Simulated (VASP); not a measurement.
Here is a VASP 6.6.1 calculation.

File INCAR:

```
SYSTEM = H
PREC = Accurate ; ENCUT = 520
EDIFF = 1E-6 ; ISMEAR = -1
SIGMA = 0.1551 ; LREAL = Auto
LASPH = .True. ; NELM = 60
ALGO = Normal ; ISIF = 2
LWAVE = .False. ; LCHARG = .False.
GGA = PS ; NBANDS = 22
```

The input KPOINTS:

```
Automatic mesh
0
Gamma
  2 2 2
  0.5 0.5 0.5
```

Contents of POSCAR:

```
H
1.0
    7.3179899665     -7.3278838611      0.0000000000
    7.3179899665      7.3278838611      0.0000000000
   -7.3179899665      0.0000000000      7.3495262750
H
16
Direct
    0.1161059078      1.0158236333      0.8233676258
    0.7836241840      0.2040152436      0.6486992252
    0.3591755677      0.9595432978      0.3329043136
    0.7845117877      0.4394906263      0.3317641041
    0.4951150257      0.7667511539      0.7734246790
    0.0973882688      0.4690509550      0.9478104764
   -0.1375546354      0.3414182941     -0.0117708267
    0.4871478253      0.7001142191      0.0444970176
    0.5120873404      0.8090700767      0.8703706553
    0.1353753219      0.5309146147      1.0472351158
   -0.1656844581      0.4092273554      0.0272232512
    0.5507950292      0.7679281102      0.1338234552
    0.0755341399      0.9651634140      0.7290245384
    0.7278931166      0.2467327888      0.6780249248
    0.3134282918      0.8799810755      0.2386843634
    0.8650571853      0.4947751160      0.3849170537
```

Potentials or basis: VASP PAW PBE potentials, release 64 (H).

Launch:

```bash
$ cat potpaw_PBE.64/H/POTCAR > POTCAR
$ mpirun -np 1 vasp_std > vasp.out
```

Q: Estimate the band gap on the k mesh.

A: 9.05 eV.

Q: Estimate the largest force.

A: 2.479 eV/Å.

Q: Estimate the pressure.

A: 0.0 GPa.

Forces on the atoms (eV/Å):
```
H   -0.081  0.264  2.463
H   -0.588  1.382  0.367
H   -0.107 -0.116 -0.322
H   -0.422  0.131 -0.272
H   -0.286  0.204  0.760
H    0.004 -0.055 -0.238
H   -0.005  0.048  0.038
H   -0.513 -0.054 -1.090
H    0.294 -0.202 -0.770
H    0.006  0.053  0.240
H   -0.024 -0.026  0.032
H    0.503  0.053  1.098
H    0.081 -0.263 -2.464
H    0.608 -1.402 -0.437
H    0.107  0.114  0.322
H    0.423 -0.130  0.274
```

Caveat: the atoms stand as in a frame of molecular dynamics; the PAW data sets were made with another functional, which shifts forces and pressure a little; a shifted mesh leaves out Γ, where band edges can lie. A k mesh can miss the band edges.
